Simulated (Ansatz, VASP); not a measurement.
**Two plane-wave programs on Y**

```xyz
1
Lattice="0.0000 2.4850 2.5782 2.4850 0.0000 2.5782 2.4850 2.4850 0.0000" Properties=species:S:1:pos:R:3 pbc="T T T"
Y     0.0000    0.0000    0.0000
```

Change from the starting cell: strain +0.0375 x Voigt [0, 0, 1, 0, 0, 0], atoms carried along.

Alike in both runs: task single point; functional r2SCAN; k mesh 16 × 16 × 16; occupations gaussian, width 0.15 eV; no spin polarisation.

|  | VASP | Ansatz |
| --- | --- | --- |
| version | VASP 6.6.1 | Ansatz 0.2.0 |
| potentials or method | VASP PAW PBE potentials, release 64 (Y_sv), cutoff 520 eV | scalar-relativistic, plane waves, PAW |
| valence electrons in the cell | 11 | 11 |

```csv
,VASP,Ansatz,Ansatz less VASP
gap on the k mesh at the Fermi level (eV),none,none,-
pressure (GPa),1.8,1.7,-0.12
"traceless stress, the component that is largest in VASP (GPa)",-0.45,-0.46,-0.004
```

VASP's potentials were made for PBE, not for r2SCAN. A gap of «none» marks a metal or a gap that the smearing closes. The functional is the same, so the differences come from potentials, cutoffs and numerics.
